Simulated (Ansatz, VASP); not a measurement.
**One calculation of WS2, two programs**

```
S W
1.0
     3.15978    0.00000    0.00000
    -1.57989    2.73645    0.00000
     0.00000    0.00000   23.80354
S W
4 2
Direct
  0.33333 0.66667 0.18905
  0.33333 0.66667 0.32146
  0.33333 0.00000 0.45967
  0.33333 0.00000 0.59208
  0.66667 0.33333 0.25525
  0.66667 0.66667 0.52587
```

Alike in both runs: task single point; functional PBE; dispersion D3(BJ); k mesh 9 × 9 × 1; occupations gaussian, width 0.05 eV; no spin polarisation.

|  | VASP | Ansatz |
| --- | --- | --- |
| version | VASP 6.6.1 | Ansatz 0.2.0 |
| potentials or method | VASP PAW PBE potentials, release 64 (S, W_sv), cutoff 520 eV | scalar-relativistic, plane waves, PAW |
| valence electrons in the cell | 52 | 52 |

Ansatz gave:

| Item | Value |
| --- | --- |
| gap on the k mesh at the Fermi level (eV) | 1.65 |
| least direct gap on the mesh (eV) | 1.90 |
| rms of the force components (eV/Å) | 0.023 |

**Question.** What did VASP give for the same quantities?

**Answer.** gap on the k mesh at the Fermi level (eV): 1.66; least direct gap on the mesh (eV): 1.90; rms of the force components (eV/Å): 0.023.

Spin-orbit coupling is off throughout.
